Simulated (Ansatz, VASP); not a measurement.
# Co: VASP beside Ansatz

File INCAR:

```
SYSTEM = Co
ALGO = Fast
EDIFF = 1E-6
ENCUT = 520
GGA = PE
ISIF = 2
ISMEAR = 0
ISPIN = 2
LASPH = .TRUE.
LCHARG = .FALSE.
LMAXMIX = 4
LORBIT = 11
LREAL = .FALSE.
LWAVE = .FALSE.
MAGMOM = 1.5
NBANDS = 14
NELM = 150
PREC = Accurate
SIGMA = 0.05
```

KPOINTS

```
k-points
0
G
  20 20 20
  0 0 0
```

POSCAR

```
Co
1.0
   -1.4055224055      1.4055224055      1.4055224055
    1.4055224055     -1.4055224055      1.4055224055
    1.4055224055      1.4055224055     -1.4055224055
Co
1
Direct
    0.0000000000      0.0000000000      0.0000000000
```

Input for Ansatz:

```yaml
crystal:
  lattice:
    - [-1.4055224055, 1.4055224055, 1.4055224055]
    - [1.4055224055, -1.4055224055, 1.4055224055]
    - [1.4055224055, 1.4055224055, -1.4055224055]
  atoms:
    - { symbol: Co, position: [0.0, 0.0, 0.0], spin: 1.5 }
basis:
  ecutwfc: 420
  ecutrho_ratio: 4
kpoints:
  mp_grid: { grid: [20, 20, 20] }
hamiltonian:
  xc: pbe
scf:
  occupations: { method: gaussian, width: 0.05 }
output:
  forces: true
  stress: true
  eigenvalues: true
  populations: true
magnetization:
  spin_polarized: true
```

Alike in both runs: task single point; functional PBE; k mesh 20 × 20 × 20; occupations gaussian, width 0.05 eV; collinear spin.

```csv
,VASP,Ansatz
version,VASP 6.6.1,Ansatz 0.2.0
potentials or method,"VASP PAW PBE potentials, release 64 (Co), cutoff 520 eV","scalar-relativistic, plane waves, PAW"
valence electrons in the cell,9,17
```

|  | VASP | Ansatz | Ansatz less VASP |
| --- | --- | --- | --- |
| gap on the k mesh at the Fermi level (eV) | none | none | - |
| pressure (GPa) | -1.3 | -0.3 | +0.99 |
| net moment per atom (μB) | 1.72 | 1.74 | +0.019 |
| size of the moment on the site where the two differ most (μB) | 1.75 | 1.81 | +0.064 |

Site moments also hang on the region over which each program counts them. A gap of «none» marks a metal or a gap that the smearing closes. With one functional, cell and mesh, what is left measures potentials, basis and numerics. VASP's potentials hold 9 valence electrons a cell and Ansatz's 17, so a difference there can come from the potentials and not from the codes.
